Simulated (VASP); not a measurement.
# CaO (Fm-3m) in VASP: a series of runs

The runs below take CaO through single point, with PBE.

Program: VASP 6.6.1. These are calculated values, not measurements. Logs are shortened: lines on timing, memory, paths and dates and some standing lists are left out, and cuts for length are marked.

**1. The cell of the first run**

Symmetry: Fm-3m, No. 225, cubic system. Conventional cell: a = 4.898 Å, b = 4.898 Å, c = 4.898 Å, α = 90.00°, β = 90.00°, γ = 90.00°. Within 3.2 Å of Ca (site symmetry m-3m) lie 6 O at 2.45 Å. O (site symmetry m-3m) has 6 Ca at 2.45 Å within 3.2 Å.

**2. Single point, PBE**

INCAR

```
ALGO     = Normal         # electronic algorithm
EDIFF    = 1E-6           # SCF threshold, eV
ENCUT    = 520            # plane-wave cutoff, eV
GGA      = PE             # functional
ISIF     = 2              # what is computed and relaxed
ISMEAR   = -1             # smearing method
LASPH    = True           # aspherical terms in the spheres
LCHARG   = True           # write CHGCAR
LELF     = True           # ELF
LREAL    = False          # projectors in reciprocal space
LVHAR    = True         
LWAVE    = False          # write WAVECAR
NBANDS   = 15             # bands
NELM     = 80             # most SCF steps
PREC     = Accurate       # precision mode
SIGMA    = 0.01           # smearing width, eV
```

KPOINTS

```
k-points
0
Gamma
  9 9 9
```

POSCAR

```
CaO
1.0
    0.0000000000      2.4490000000      2.4490000000
    2.4490000000      0.0000000000      2.4490000000
    2.4490000000      2.4490000000      0.0000000000
Ca O
1 1
Direct
    0.0000000000      0.0000000000      0.0000000000
    0.5000000000      0.5000000000      0.5000000000
```

Potentials or basis: VASP PAW PBE potentials, release 64 (Ca_sv, O).

Run with:

```bash
$ cat potpaw_PBE.64/Ca_sv/POTCAR potpaw_PBE.64/O/POTCAR > POTCAR
$ mpirun -np 1 vasp_std > vasp.out
```

OUTCAR:

```text
EDIFF = 1E-6
   ENCUT = 520
   GGA = PE
   ISIF = 2
   ISMEAR = -1
   LASPH = True
   LREAL = False
   NELM = 80
   PREC = Accurate

 ion  position               nearest neighbor table
   1  0.000  0.000  0.000-   2 2.45   2 2.45   2 2.45   2 2.45   2 2.45   2 2.45
   2  0.500  0.500  0.500-   1 2.45   1 2.45   1 2.45   1 2.45   1 2.45   1 2.45

  LATTYP: Found a face centered cubic cell.
 ALAT       =     4.8980000000

  Lattice vectors:

 A1 = (   0.0000000000,   2.4490000000,   2.4490000000)
 A2 = (   2.4490000000,   0.0000000000,   2.4490000000)
 A3 = (   2.4490000000,   2.4490000000,   0.0000000000)

Analysis of symmetry for initial positions (statically):
=====================================================================
 Subroutine PRICEL returns:
 Original cell was already a primitive cell.

 Routine SETGRP: Setting up the symmetry group for a
 face centered cubic supercell.

 Subroutine GETGRP returns: Found 48 space group operations
 (whereof 48 operations were pure point group operations)
 out of a pool of 48 trial point group operations.

The static configuration has the point symmetry O_h .

Analysis of symmetry for dynamics (positions and initial velocities):
=====================================================================
 Subroutine PRICEL returns:
 Original cell was already a primitive cell.

 Routine SETGRP: Setting up the symmetry group for a
 face centered cubic supercell.

 Subroutine GETGRP returns: Found 48 space group operations
 (whereof 48 operations were pure point group operations)
 out of a pool of 48 trial point group operations.

The dynamic configuration has the point symmetry O_h .

 Subroutine INISYM returns: Found 48 space group operations
 (whereof 48 operations are pure point group operations),
 and found     1 'primitive' translations

----------------------------------------------------------------------------------------

                                     Primitive cell

  volume of cell :      29.3762

  direct lattice vectors                    reciprocal lattice vectors
     0.000000000  2.449000000  2.449000000    -0.204164965  0.204164965  0.204164965
     2.449000000  0.000000000  2.449000000     0.204164965 -0.204164965  0.204164965
     2.449000000  2.449000000  0.000000000     0.204164965  0.204164965 -0.204164965

  length of vectors
     3.463409014  3.463409014  3.463409014     0.353624093  0.353624093  0.353624093

  position of ions in fractional coordinates (direct lattice)
     0.000000000  0.000000000  0.000000000
     0.500000000  0.500000000  0.500000000

  ion indices of the primitive-cell ions
   primitive index   ion index
                 1           1
                 2           2

----------------------------------------------------------------------------------------

 KPOINTS: k-points

Automatic generation of k-mesh.
 Grid dimensions read from file:
 generate k-points for:    9    9    9

 Generating k-lattice:

  Cartesian coordinates                     Fractional coordinates (reciprocal lattice)
    -0.022684996  0.022684996  0.022684996     0.111111111  0.000000000  0.000000000
     0.022684996 -0.022684996  0.022684996     0.000000000  0.111111111  0.000000000
     0.022684996  0.022684996 -0.022684996     0.000000000  0.000000000  0.111111111

  Length of vectors
     0.039291566  0.039291566  0.039291566

  Shift w.r.t. Gamma in fractional coordinates (k-lattice)
     0.000000000  0.000000000  0.000000000

 Subroutine IBZKPT returns following result:
 ===========================================

 Found     35 irreducible k-points:

 Following reciprocal coordinates:
            Coordinates               Weight
  0.000000  0.000000  0.000000      1.000000
  0.111111  0.000000  0.000000      8.000000
  0.222222  0.000000  0.000000      8.000000
  0.333333  0.000000  0.000000      8.000000
  0.444444  0.000000  0.000000      8.000000
  0.111111  0.111111  0.000000      6.000000
[... 16 lines left out ...]
 -0.333333  0.333333  0.000000     12.000000
  0.444444  0.444444  0.000000      6.000000
 [... further k-points ...]
   k-points           NKPTS =     35   k-points in BZ     NKDIM =     35   number of bands    NBANDS=     15
   number of dos      NEDOS =    301   number of ions     NIONS =      2
   total plane-waves  NPLWV =  21952
   dimension x,y,z NGX =    28 NGY =   28 NGZ =   28
   dimension x,y,z NGXF=    56 NGYF=   56 NGZF=   56
   ions per type =               1   1
   NGX,Y,Z   is equivalent  to a cutoff of  13.44, 13.44, 13.44 a.u.
   NGXF,Y,Z  is equivalent  to a cutoff of  26.88, 26.88, 26.88 a.u.
 SYSTEM =  unknown system
   PREC   = accura    normal or accurate (medium, high low for compatibility)
   ISTART =      0    job   : 0-new  1-cont  2-samecut
   ICHARG =      2    charge: 1-file 2-atom 10-const
   ISPIN  =      1    spin polarized calculation?
   LNONCOLLINEAR =      F non collinear calculations
   LSORBIT =      F    spin-orbit coupling
   LASPH  =      T    aspherical Exc in radial PAW
   ENCUT  =  520.0 eV  38.22 Ry    6.18 a.u.   6.44  6.44  6.44*2*pi/ulx,y,z
   NELM   =     80;   NELMIN=  2; NELMDL= -5     # of ELM steps
   EDIFF  = 0.1E-05   stopping-criterion for ELM
   LREAL  =      F    real-space projection
   EDIFFG = 0.1E-04   stopping-criterion for IOM
   NSW    =      0    number of steps for IOM
   IBRION =     -1    ionic relax: 0-MD 1-quasi-New 2-CG
   NFREE  =      0    steps in history (QN), initial steepest desc. (CG)
   ISIF   =      2    stress and relaxation
   ISYM   =      2    0-nonsym 1-usesym 2-fastsym
   POTIM  = 0.5000    time-step for ionic-motion
   TEBEG  =    0.0;   TEEND  =   0.0 temperature during run
   PSTRESS=    0.0 pullay stress
   NELECT =      16.0000    total number of electrons
   NUPDOWN=      -1.0000    fix difference up-down
   EMIN   =  10.00;   EMAX   =-10.00  energy-range for DOS
   EFERMI =   0.00;   METHOD = LEGACY
   ISMEAR =    -1;   SIGMA  =   0.01  broadening in eV -4-tet -1-fermi 0-gaus
   EFERMI_NEDOS =   21; number of points for ismear=-14 and -15
   IALGO  =     38    algorithm
   IMIX   =      4    mixing-type and parameters
     AMIX     =   0.40;   BMIX     =  1.00
     AMIX_MAG =   1.60;   BMIX_MAG =  1.00
  volume/ion in A,a.u.               =      14.69        99.12
  Fermi-wavevector in a.u.,A,eV,Ry     =   1.336953  2.526474 24.319632  1.787443
  Thomas-Fermi vector in A             =   2.465539
   LORBIT       =      0    0 simple, 1 ext, 2 COOP (PROOUT), +10 PAW based schemes
   GGA     = PE    functional components
   LHFCALC =     F    Hartree Fock is set to
   AEXX    =    0.0000 exact exchange contribution
   IVDW    =     0    specifies the selected vdW correction
   LEPSILON=     F    determine dielectric tensor
   LRPA    =     F    only Hartree local field effects (RPA)
 non-spin polarized calculation
  energy-cutoff  :      520.00
  volume of cell :       29.38
 maximum number of plane-waves:       809
 NGX is ok and might be reduce to    28
   NGX = 13   NGY = 13   NGZ = 13

 number of electron      16.0000005 magnetization

 Free energy of the ion-electron system (eV)
  ---------------------------------------------------
  ext. energy  EPLUGINS =         0.00000000
  ---------------------------------------------------
  free energy    TOTEN  =       -12.79487806 eV

  energy without entropy =      -12.79487806  energy(sigma->0) =      -12.79487806

 E-fermi :   2.3437     XC(G=0): -10.2028

 val. band max:        2.0390972021   @ k =   0.0000   0.0000   0.0000
 cond. band min:       5.7364975209   @ k =   0.4444   0.4444   0.0000
 fundamental gap:      3.6974003188
 Fermi energy:         2.3437344507

 k-point     1 :       0.0000    0.0000    0.0000
  band No.  band energies     occupation
      1     -35.8362      2.00000
      2     -16.6365      2.00000
      3     -16.6365      2.00000
      4     -16.6365      2.00000
      5     -13.3844      2.00000
      6       2.0391      2.00000
      7       2.0391      2.00000
      8       2.0391      2.00000
      9       6.3075      0.00000
     10       8.1200      0.00000
     11       8.1200      0.00000
     12       8.1200      0.00000
     13       9.5274      0.00000
     14       9.5274      0.00000
     15      16.7541      0.00000

 k-point     2 :       0.1111    0.0000    0.0000
  band No.  band energies     occupation
      1     -35.8270      2.00000
      2     -16.7641      2.00000
      3     -16.6421      2.00000
      4     -16.6421      2.00000
      5     -13.2475      2.00000
      6       1.6167      2.00000
      7       1.8861      2.00000
      8       1.8861      2.00000
      9       6.8537      0.00000
     10       8.0810      0.00000
     11       8.3155      0.00000
     12       8.3155      0.00000
     13       9.7943      0.00000
     14       9.7943      0.00000
     15      17.1785      0.00000

 k-point     3 :       0.2222    0.0000    0.0000
  band No.  band energies     occupation
      1     -35.8035      2.00000
      2     -17.0507      2.00000
      3     -16.6560      2.00000
      4     -16.6560      2.00000
      5     -12.9344      2.00000
      6       0.7790      2.00000
      7       1.5342      2.00000
      8       1.5342      2.00000
      9       7.9652      0.00000
     10       8.1973      0.00000
     11       8.8434      0.00000
     12       8.8434      0.00000
     13      10.4676      0.00000
     14      10.4676      0.00000
     15      17.5250      0.00000
[... 343 lines left out ...]
 k-point    23 :      -0.3333    0.3333    0.0000
  band No.  band energies     occupation
      1     -35.7382      2.00000
      2     -17.1899      2.00000
      3     -16.9867      2.00000
      4     -16.7433      2.00000
      5     -12.7394      2.00000
      6       0.3912      2.00000
      7       0.9237      2.00000
      8       1.1418      2.00000
      9       7.8601      0.00000
     10       9.1884      0.00000
     11      10.2796      0.00000
     12      10.4216      0.00000
     13      11.7110      0.00000
     14      14.7827      0.00000
     15      15.2178      0.00000

 k-point    24 :       0.4444    0.4444    0.0000
  band No.  band energies     occupation
      1     -35.7359      2.00000
      2     -17.1330      2.00000
      3     -16.8189      2.00000
      4     -16.8189      2.00000
      5     -13.1201      2.00000
      6       0.6623      2.00000
      7       1.6571      2.00000
      8       1.6571      2.00000
      9       5.7365      0.00000
     10       9.6013      0.00000
     11      10.5712      0.00000
     12      11.1237      0.00000
     13      11.1237      0.00000
     14      12.5956      0.00000
     15      15.1537      0.00000

 [... further k-points ...]

------------------------ aborting loop because EDIFF is reached ----------------------------------------

  FORCE on cell =-STRESS in cart. coord.  units (eV):
  Direction    XX          YY          ZZ          XY          YZ          ZX
  --------------------------------------------------------------------------------------
  -------------------------------------------------------------------------------------
  Total       -0.6528537     -0.6528537     -0.6528537     -0.0000000      0.0000000     -0.0000000
  in kB      -35.6065657    -35.6065657    -35.6065657     -0.0000000      0.0000000     -0.0000000
  external PRESSURE =     -35.6065657 kB  Pullay stress =       0.0000000 kB

 VOLUME and BASIS-vectors are now :
 -----------------------------------------------------------------------------
  energy-cutoff  :      520.00
  volume of cell :       29.38
      direct lattice vectors                 reciprocal lattice vectors
     0.000000000  2.449000000  2.449000000    -0.204164965  0.204164965  0.204164965
     2.449000000  0.000000000  2.449000000     0.204164965 -0.204164965  0.204164965
     2.449000000  2.449000000  0.000000000     0.204164965  0.204164965 -0.204164965

 POSITION                                       TOTAL-FORCE (eV/Angst)
 -----------------------------------------------------------------------------------
      0.00000      0.00000      0.00000         0.000000     -0.000000      0.000000
      2.44900      2.44900      2.44900         0.000000      0.000000     -0.000000
 -----------------------------------------------------------------------------------
    total drift:                                0.000000      0.000000      0.000000

  FREE ENERGIE OF THE ION-ELECTRON SYSTEM (eV)
  ---------------------------------------------------
  free  energy   TOTEN  =       -12.7948780586 eV

  energy  without entropy=      -12.7948780586  energy(sigma->0) =      -12.79487806
```

Wall time 14 s (1 thread of Intel Xeon Platinum 8259CL at 2.50GHz (Skylake/Cascade Lake), shared host); peak memory 0.16 GiB.

Results:

* Free energy: -12.7949 eV
* Pressure: -3.6 GPa
* Band gap on the k mesh: 3.70 eV (least direct gap 4.08 eV)

Caveat: the cell stands under tension; an odd mesh through Γ misses points on the zone boundary, where band edges can lie.

**3. Single point, PBE**

INCAR

```
SYSTEM = CaO
ALGO = Normal
EDIFF = 1E-6
ENCUT = 520
GGA = PE
ISIF = 2
ISMEAR = 0
LASPH = .True.
LCHARG = .True.
LELF = .True.
LREAL = .False.
LVHAR = .True.
LWAVE = .False.
NBANDS = 15
NELM = 60
PREC = Accurate
SIGMA = 0.05
```

KPOINTS

```
k-points
0
Gamma
  9 9 9
  0 0 0
```

POSCAR is that of step 2.

Potentials or basis: VASP PAW PBE potentials, release 64 (Ca_sv, O).

Run with:

```bash
$ cat potpaw_PBE.64/Ca_sv/POTCAR potpaw_PBE.64/O/POTCAR > POTCAR
$ mpirun -np 1 vasp_std > vasp.out
```

Wall time 14 s (1 thread of Intel Xeon Platinum 8259CL at 2.50GHz (Skylake/Cascade Lake), shared host); peak memory 0.16 GiB.

Results (log left out):

- Free energy: -12.7949 eV
- Pressure: -3.6 GPa
- Band gap on the k mesh: 3.70 eV (least direct gap 4.08 eV)

Levels at points of the mesh, in eV from the valence-band top:
```csv
k point,band 6,band 7,band 8,band 9,band 10,band 11
"(0.00, 0.00, 0.00)",0.00,0.00,0.00,4.27,6.08,6.08
```

Caveat: the cell stands under tension; an odd mesh through Γ misses points on the zone boundary, where band edges can lie. As with any semilocal functional, this PBE gap is likely too small.
